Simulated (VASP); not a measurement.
Here is a VASP 6.6.1 calculation.

INCAR

```
SYSTEM = Ge
  PREC = Accurate
  ENCUT = 520
  EDIFF = 1E-6
  ISMEAR = -1
  SIGMA = 0.05
  LREAL = .False.
  LASPH = .True.
  NELM = 150
  ALGO = Normal
  ISIF = 2
  LWAVE = .False.
  LCHARG = .True.
  LNONCOLLINEAR = .True.
  MAGMOM = 0 0 0
  LORBIT = 11
  LSORBIT = .True.
  GGA_COMPAT = .False.
  LORBMOM = .True.
  GGA = PE
  LVHAR = .True.
  NBANDS = 25
```

File KPOINTS:

```
regular mesh
0
Gamma
  9 9 9
  0 0 0
```

POSCAR

```
Ge
1.0
   -1.6084200000      1.6084200000      1.8731800000
    1.6084200000     -1.6084200000      1.8731800000
    1.6084200000      1.6084200000     -1.8731800000
Ge
1
Direct
    0.5000000000      0.5000000000      0.0000000000
```

Potentials or basis: VASP PAW PBE potentials, release 64 (Ge_d).

Run with:

```bash
$ cat potpaw_PBE.64/Ge_d/POTCAR > POTCAR
$ mpirun -np 1 vasp_ncl > vasp.out
```

(1) Predict the pressure.

(2) Predict the net moment.

Results:

(1) -0.3 GPa.

(2) 0.00 μB per cell.
